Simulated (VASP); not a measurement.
# Hg2O (Pnnm) in VASP: further runs

Hg2O is run at these levels: PBE; tasks: single point.

Program: VASP 6.6.1. These are calculated values, not measurements. Logs are shortened: lines on timing, memory, paths and dates and some standing lists are left out, and cuts for length are marked.

## (1) The cell of the first run

The structure is orthorhombic, space group Pnnm (No. 58). The conventional cell has a = 5.396 Å, b = 5.997 Å, c = 3.585 Å, α = 90.00°, β = 90.00°, γ = 90.00°. Hg (site symmetry m) has 3 O at 2.49 to 2.50 Å and 1 Hg at 2.77 Å within 3.3 Å. Within 3.3 Å of O (site symmetry 2/m) lie 6 Hg at 2.49 to 2.50 Å.

## (2) Single point, PBE

Input file INCAR:

```
SYSTEM = Hg2O
PREC = Accurate
ENCUT = 520
EDIFF = 1E-7
ISMEAR = 0
SIGMA = 0.1
LREAL = .FALSE.
LASPH = .TRUE.
NELM = 100
ALGO = Normal
ISIF = 2
LWAVE = .FALSE.
LCHARG = .FALSE.
GGA = PE
NBANDS = 39
```

Input file KPOINTS:

```
Automatic mesh
0
G
  4 4 6
  0 0 0
```

Input file POSCAR:

```
Hg2O
1.0
    5.3962798100      0.0000000000      0.0000000000
    0.0000000000      5.9968910194      0.0000000000
    0.0000000000      0.0000000000      3.5851159912
Hg O
4 2
Direct
    0.2110518704      0.3690167876      0.0000000000
    0.7889481296      0.6309832124      0.0000000000
    0.7110518704      0.1309832124      0.5000000000
    0.2889481296      0.8690167876      0.5000000000
    0.0000000000      0.0000000000      0.0000000000
    0.5000000000      0.5000000000      0.5000000000
```

Potentials or basis: VASP PAW PBE potentials, release 64 (Hg, O).

On the command line:

```sh
> cat potpaw_PBE.64/Hg/POTCAR potpaw_PBE.64/O/POTCAR > POTCAR
> mpirun -np 1 vasp_std > vasp.out
```

OUTCAR:

```text
SYSTEM = Hg2O
   PREC = Accurate
   ENCUT = 520
   EDIFF = 1E-7
   ISMEAR = 0
   LREAL = .FALSE.
   LASPH = .TRUE.
   NELM = 100
   ISIF = 2
   GGA = PE

 ion  position               nearest neighbor table
   1  0.211  0.369  0.000-   5 2.49   6 2.50   6 2.50   2 2.77   2 3.49   4 3.52   4 3.52   4 3.52
                             4 3.52   3 3.54   3 3.54   3 3.54   3 3.54
   2  0.789  0.631  0.000-   5 2.49   6 2.50   6 2.50   1 2.77   1 3.49   3 3.52   3 3.52   3 3.52
                             3 3.52   4 3.54   4 3.54   4 3.54   4 3.54
   3  0.711  0.131  0.500-   6 2.49   5 2.50   5 2.50   4 2.77   4 3.49   2 3.52   2 3.52   2 3.52
                             2 3.52   1 3.54   1 3.54   1 3.54   1 3.54
   4  0.289  0.869  0.500-   6 2.49   5 2.50   5 2.50   3 2.77   3 3.49   1 3.52   1 3.52   1 3.52
                             1 3.52   2 3.54   2 3.54   2 3.54   2 3.54
   5  0.000  0.000  0.000-   1 2.49   2 2.49   3 2.50   4 2.50   3 2.50   4 2.50
   6  0.500  0.500  0.500-   3 2.49   4 2.49   1 2.50   2 2.50   1 2.50   2 2.50

  LATTYP: Found a simple orthorhombic cell.
 ALAT       =     3.5851159912
 B/A-ratio  =     1.5051897409
 C/A-ratio  =     1.6727188281

  Lattice vectors:

 A1 = (   0.0000000000,   0.0000000000,   3.5851159912)
 A2 = (   5.3962798100,   0.0000000000,   0.0000000000)
 A3 = (   0.0000000000,   5.9968910194,   0.0000000000)

Analysis of symmetry for initial positions (statically):
=====================================================================
 Subroutine PRICEL returns:
 Original cell was already a primitive cell.

 Routine SETGRP: Setting up the symmetry group for a
 simple orthorhombic supercell.

 Subroutine GETGRP returns: Found  8 space group operations
 (whereof  4 operations were pure point group operations)
 out of a pool of  8 trial point group operations.

The static configuration has the point symmetry C_2h.
 The point group associated with its full space group is D_2h.

Analysis of symmetry for dynamics (positions and initial velocities):
=====================================================================
 Subroutine PRICEL returns:
 Original cell was already a primitive cell.

 Routine SETGRP: Setting up the symmetry group for a
 simple orthorhombic supercell.

 Subroutine GETGRP returns: Found  8 space group operations
 (whereof  4 operations were pure point group operations)
 out of a pool of  8 trial point group operations.

The dynamic configuration has the point symmetry C_2h.
 The point group associated with its full space group is D_2h.

 Subroutine INISYM returns: Found  8 space group operations
[... 110 lines left out ...]
   NFREE  =      0    steps in history (QN), initial steepest desc. (CG)
   ISIF   =      2    stress and relaxation
   ISYM   =      2    0-nonsym 1-usesym 2-fastsym
   POTIM  = 0.5000    time-step for ionic-motion
   TEBEG  =    0.0;   TEEND  =   0.0 temperature during run
   PSTRESS=    0.0 pullay stress
   NELECT =      60.0000    total number of electrons
   NUPDOWN=      -1.0000    fix difference up-down
   EMIN   =  10.00;   EMAX   =-10.00  energy-range for DOS
   EFERMI =   0.00;   METHOD = LEGACY
   ISMEAR =     0;   SIGMA  =   0.10  broadening in eV -4-tet -1-fermi 0-gaus
   EFERMI_NEDOS =   21; number of points for ismear=-14 and -15
   IALGO  =     38    algorithm
   IMIX   =      4    mixing-type and parameters
     AMIX     =   0.40;   BMIX     =  1.00
     AMIX_MAG =   1.60;   BMIX_MAG =  1.00
  volume/ion in A,a.u.               =      19.34       130.49
  Fermi-wavevector in a.u.,A,eV,Ry     =   1.314066  2.483225 23.494138  1.726770
  Thomas-Fermi vector in A             =   2.444345
   LORBIT       =      0    0 simple, 1 ext, 2 COOP (PROOUT), +10 PAW based schemes
   GGA     = PE    functional components
   LHFCALC =     F    Hartree Fock is set to
   AEXX    =    0.0000 exact exchange contribution
   IVDW    =     0    specifies the selected vdW correction
   LEPSILON=     F    determine dielectric tensor
   LRPA    =     F    only Hartree local field effects (RPA)
 non-spin polarized calculation
 Gauss-broadening in eV      SIGMA  =   0.10
  energy-cutoff  :      520.00
  volume of cell :      116.02
 maximum number of plane-waves:      3152
   NGX = 21   NGY = 23   NGZ = 13

 number of electron      60.0000002 magnetization

 Free energy of the ion-electron system (eV)
  ---------------------------------------------------
  ext. energy  EPLUGINS =         0.00000000
  ---------------------------------------------------
  free energy    TOTEN  =       -10.48665096 eV

  energy without entropy =      -10.48134579  energy(sigma->0) =      -10.48399838

 E-fermi :   1.9145     XC(G=0): -10.6030

 val. band max:        1.8494065297   @ k =   0.5000   0.5000   0.3333
 cond. band min:       1.9865037916   @ k =   0.2500   0.2500   0.0000
 fundamental gap:      0.1370972619
 Fermi energy:         1.9145116313

 k-point     1 :       0.0000    0.0000    0.0000
  band No.  band energies     occupation
      1     -15.5213      2.00000
      2     -15.3413      2.00000
      3      -5.4563      2.00000
      4      -5.3221      2.00000
      5      -5.0800      2.00000
      6      -5.0114      2.00000
[... 997 lines left out ...]
     38       8.1733      0.00000
     39      11.0515      0.00000

 [... further k-points ...]

------------------------ aborting loop because EDIFF is reached ----------------------------------------

  FORCE on cell =-STRESS in cart. coord.  units (eV):
  Direction    XX          YY          ZZ          XY          YZ          ZX
  --------------------------------------------------------------------------------------
  -------------------------------------------------------------------------------------
  Total        0.5383990      0.3716265      0.1351776      0.0000000      0.0000000      0.0000000
  in kB        7.4351722      5.1320799      1.8667730      0.0000000      0.0000000      0.0000000
  external PRESSURE =       4.8113417 kB  Pullay stress =       0.0000000 kB

 VOLUME and BASIS-vectors are now :
 -----------------------------------------------------------------------------
  energy-cutoff  :      520.00
  volume of cell :      116.02
      direct lattice vectors                 reciprocal lattice vectors
     5.396279810  0.000000000  0.000000000     0.185312852  0.000000000  0.000000000
     0.000000000  5.996891019  0.000000000     0.000000000  0.166753072  0.000000000
     0.000000000  0.000000000  3.585115991     0.000000000  0.000000000  0.278931003

 POSITION                                       TOTAL-FORCE (eV/Angst)
 -----------------------------------------------------------------------------------
      1.13889      2.21295      0.00000         0.035508      0.001325      0.000000
      4.25738      3.78394      0.00000        -0.035508     -0.001325      0.000000
      3.83703      0.78549      1.79256         0.035508     -0.001325      0.000000
      1.55924      5.21140      1.79256        -0.035508      0.001325      0.000000
      0.00000      0.00000      0.00000         0.000000      0.000000      0.000000
      2.69814      2.99845      1.79256         0.000000      0.000000      0.000000
 -----------------------------------------------------------------------------------
    total drift:                               -0.000000      0.000000      0.000000

  FREE ENERGIE OF THE ION-ELECTRON SYSTEM (eV)
  ---------------------------------------------------
  free  energy   TOTEN  =       -10.4866509647 eV

  energy  without entropy=      -10.4813457940  energy(sigma->0) =      -10.48399838
```

OSZICAR:

```text
N       E                     dE             d eps       ncg     rms          rms(c)
DAV:   1     0.514128643793E+03    0.51413E+03   -0.30714E+04  2808   0.150E+03
DAV:   2     0.132538755481E+02   -0.50087E+03   -0.47548E+03  3047   0.393E+02
DAV:   3    -0.149644408733E+02   -0.28218E+02   -0.27699E+02  3224   0.940E+01
DAV:   4    -0.152615402128E+02   -0.29710E+00   -0.29692E+00  2934   0.928E+00
DAV:   5    -0.152628722356E+02   -0.13320E-02   -0.13320E-02  3193   0.571E-01    0.155E+01
DAV:   6    -0.117771583847E+02    0.34857E+01   -0.29169E+01  4437   0.445E+01    0.147E+01
DAV:   7    -0.105408088411E+02    0.12363E+01   -0.73030E+00  3172   0.139E+01    0.695E+00
DAV:   8    -0.104959457573E+02    0.44863E-01   -0.10212E+00  2927   0.538E+00    0.145E+00
DAV:   9    -0.104880791977E+02    0.78666E-02   -0.42545E-02  3442   0.109E+00    0.456E-01
DAV:  10    -0.104867272241E+02    0.13520E-02   -0.11906E-02  2942   0.676E-01    0.163E-01
DAV:  11    -0.104867004471E+02    0.26777E-04   -0.18934E-03  3280   0.264E-01    0.108E-01
DAV:  12    -0.104866534856E+02    0.46962E-04   -0.25884E-04  3109   0.101E-01    0.219E-02
DAV:  13    -0.104866533133E+02    0.17237E-06   -0.74163E-05  2990   0.427E-02    0.183E-02
DAV:  14    -0.104866508885E+02    0.24248E-05   -0.15434E-05  3258   0.215E-02    0.290E-03
DAV:  15    -0.104866509647E+02   -0.76172E-07   -0.86447E-07  2934   0.560E-03
   1 F= -.10486651E+02 E0= -.10483998E+02  d E =-.530517E-02
```

Run time: 4.3 min. Hardware: 1 thread of AMD EPYC 7R13, shared host; peak memory 0.26 GiB.

What came out:

- Free energy: -10.4867 eV
- Pressure: 0.5 GPa
- Largest force: 0.036 eV/Å
- Band gap on the k mesh: 0.14 eV (least direct gap 0.67 eV)

Forces on the atoms (eV/Å):
```
Hg   0.036  0.001  0.000
Hg  -0.036 -0.001  0.000
Hg   0.036 -0.001  0.000
Hg  -0.036  0.001  0.000
O    0.000  0.000  0.000
O    0.000  0.000  0.000
```

Caveat: spin-orbit coupling is left out, which moves the levels of the heavy elements. A k mesh can miss the band edges.

## (3) Single point, PBE

This run uses another cell than the first one, of the same volume but with other edges.

INCAR, as its differences from that of step 2:

```diff
@@ -3,3 +3,3 @@
 ENCUT = 520
-EDIFF = 1E-7
+EDIFF = 1E-6
 ISMEAR = 0
@@ -8,3 +8,3 @@
 LASPH = .TRUE.
-NELM = 100
+NELM = 60
 ALGO = Normal
```

Input file KPOINTS:

```
Automatic mesh
0
G
  8 6 10
  0 0 0
```

Input file POSCAR:

```
Hg2O
1.0
    5.5528571765      0.0000000000      0.0000000000
    0.0000000000      5.9080707346      0.0000000000
    0.0000000000      0.0000000000      3.5372316312
Hg O
4 2
Direct
    0.2145518206      0.3835719458      0.0000000000
    0.7854481794      0.6164280542      0.0000000000
    0.7145518206      0.1164280542      0.5000000000
    0.2854481794      0.8835719458      0.5000000000
    0.0000000000      0.0000000000      0.0000000000
    0.5000000000      0.5000000000      0.5000000000
```

Potentials or basis: VASP PAW PBE potentials, release 64 (Hg, O).

On the command line:

```sh
> cat potpaw_PBE.64/Hg/POTCAR potpaw_PBE.64/O/POTCAR > POTCAR
> mpirun -np 1 vasp_std > vasp.out
```

Wall time 7.1 min (1 thread of AMD EPYC 7R13, shared host); peak memory 0.48 GiB.

The run converged. Its results:

```
Free energy            : -10.4833 eV
Pressure               : 0.5 GPa
Largest force          : 0.032 eV/Å
Band gap on the k mesh : zero (bands 30 and 31 overlap by 0.50 eV)
```

Forces on the atoms (eV/Å):
```
Hg   0.017 -0.026  0.000
Hg  -0.017  0.026  0.000
Hg   0.017  0.026  0.000
Hg  -0.017 -0.026  0.000
O    0.000  0.000  0.000
O    0.000  0.000  0.000
```

Stress tensor (GPa, compression positive):
```
0.74 0.00 0.00
0.00 0.42 0.00
0.00 0.00 0.40
```

Levels at points of the mesh, in eV from the Fermi level:
| k point | band 26 | band 27 | band 28 | band 29 | band 30 | band 31 | band 32 | band 33 | band 34 | band 35 |
| --- | --- | --- | --- | --- | --- | --- | --- | --- | --- | --- |
| (0.00, 0.00, 0.00) | -2.54 | -2.42 | -1.98 | -1.64 | -1.17 | 2.04 | 2.10 | 2.21 | 4.09 | 5.59 |
| (0.50, 0.00, 0.00) | -3.03 | -1.44 | -1.44 | -1.19 | -1.19 | 0.68 | 0.68 | 2.70 | 2.70 | 8.22 |
| (0.00, 0.50, 0.00) | -3.26 | -1.53 | -1.53 | -1.16 | -1.16 | 1.71 | 1.71 | 2.94 | 2.94 | 6.80 |
| (0.50, 0.50, 0.00) | -2.04 | -1.92 | -1.92 | -1.41 | -1.41 | 0.01 | 0.01 | 5.97 | 5.97 | 6.39 |
| (0.00, 0.00, 0.50) | -2.49 | -2.17 | -2.17 | -0.47 | -0.47 | 1.49 | 1.49 | 2.52 | 2.52 | 4.99 |
| (0.50, 0.00, 0.50) | -2.34 | -2.23 | -2.23 | -2.15 | -2.15 | 2.35 | 2.35 | 3.77 | 3.77 | 5.03 |
| (0.00, 0.50, 0.50) | -2.56 | -2.18 | -2.18 | -0.08 | -0.08 | 0.64 | 0.64 | 2.32 | 2.32 | 5.37 |
| (0.50, 0.50, 0.50) | -3.29 | -2.94 | -2.94 | -0.37 | -0.37 | 1.94 | 1.94 | 2.59 | 2.59 | 3.60 |

Caveat: semilocal functionals underestimate gaps, and a narrow one can read as zero; spin-orbit coupling is left out, which moves the levels of the heavy elements.
